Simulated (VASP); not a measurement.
A run of VASP 6.6.1:

The input POSCAR:

```
H6C2O
1.0
    7.2936330000      0.0000000000      0.0000000000
    0.0000000000      7.2936330000      0.0000000000
    0.0000000000      0.0000000000      7.2936330000
C O H
8 4 24
Direct
    0.3502095595      0.1324991263      0.3531573360
    0.3886951811      0.3016192342      0.4732895116
    0.7603206797      0.8341659088      0.8309164994
    0.6151666803      0.9753849693      0.8760791776
    0.8445174031      0.1445370229      0.4110160190
    0.8487265537      0.2559355537      0.2388384499
    0.3129578908      0.5326152276     -0.0465063159
    0.2922274811      0.6703792198      0.1013075377
    0.2183274097      0.3872281482      0.5141470650
    0.4488572430      0.9542569526      0.7781992870
    0.9873131812      0.1996261671      0.1108912390
    0.1949234353      0.8200988451      0.0304923486
    0.2447202923      0.5151616485      0.5643003973
    0.4672431421      0.2648748573      0.6053636096
    0.4643776291      0.4025154542      0.3924793035
    0.4682851468      0.0640284478      0.2975746106
    0.2781604174      0.0283397862      0.4368056358
    0.2594591749      0.1785118610      0.2402780617
    0.3519508042      0.9490332184      0.8704578363
    0.5874712917      0.9699144446      1.0228098946
    0.6786604152      1.1037297873      0.8378129253
    0.8871847542      0.8773405517      0.9019647684
    0.7191340721      0.6939614318      0.8695940692
    0.8080609485      0.8484934737      0.6864754506
    0.9614001692      0.2390441087     -0.0094877272
    0.7180783568      0.2578001937      0.1697645056
    0.8871162012      0.3954819224      0.2785443139
    0.7531500420      0.2107180331      0.5072506390
    0.8004241508     -0.0009186094      0.3829093128
    0.9815410235      0.1441942582      0.4730015892
    0.1424667241      0.8946158931      0.1217637356
    0.2142279437      0.6032247578      0.2080581790
    0.4278389110      0.7098657144      0.1530787195
    0.3841981081      0.4199553227      0.0136146143
    0.1778948845      0.4821191305     -0.0784794080
    0.4077803202      0.5756253434     -0.1548336748
```

File INCAR.step1:

```
SYSTEM = H6C2O
PREC = Accurate ; ENCUT = 580
ISMEAR = -1 ; SIGMA = 0.02
LREAL = Auto ; LASPH = .True.
NELM = 120 ; NBANDS = 64
GGA = PE ; ALGO = Normal
EDIFF = 1E-5 ; LWAVE = .True.
LCHARG = .False. ; GGA_COMPAT = .False.
```

INCAR.step2

```
SYSTEM = H6C2O
PREC = Accurate ; ENCUT = 580
EDIFF = 1E-6 ; ISMEAR = -1
SIGMA = 0.02 ; LREAL = Auto
LASPH = .True. ; NELM = 120
ALGO = Normal ; ISIF = 2
LWAVE = .False. ; LCHARG = .True.
METAGGA = R2SCAN ; LMIXTAU = .True.
LELF = .True. ; LVHAR = .True.
NBANDS = 64 ; ISTART = 1
GGA_COMPAT = .False.
```

KPOINTS

```
regular mesh
0
Gamma
  1 1 1
  0 0 0
```

Potentials or basis: VASP PAW PBE potentials, release 64 (C, O, H).

Command:

```bash
$ cat potpaw_PBE.64/C/POTCAR potpaw_PBE.64/O/POTCAR potpaw_PBE.64/H/POTCAR > POTCAR
$ cp INCAR.step1 INCAR
$ mpirun -np 1 vasp_gam > vasp.out
$ cp INCAR.step2 INCAR
$ mpirun -np 1 vasp_gam > vasp.out
```

Hardware: 1 thread of AMD EPYC 7R43 64-Core Processor (Zen 3), on a shared host.

Question: Estimate the wall time of this run.

Answer: Wall time 3.6 min on 1 thread of AMD EPYC 7R43 64-Core Processor (Zen 3) (shared host), peak memory 0.5 GiB. Counts: k points 1.
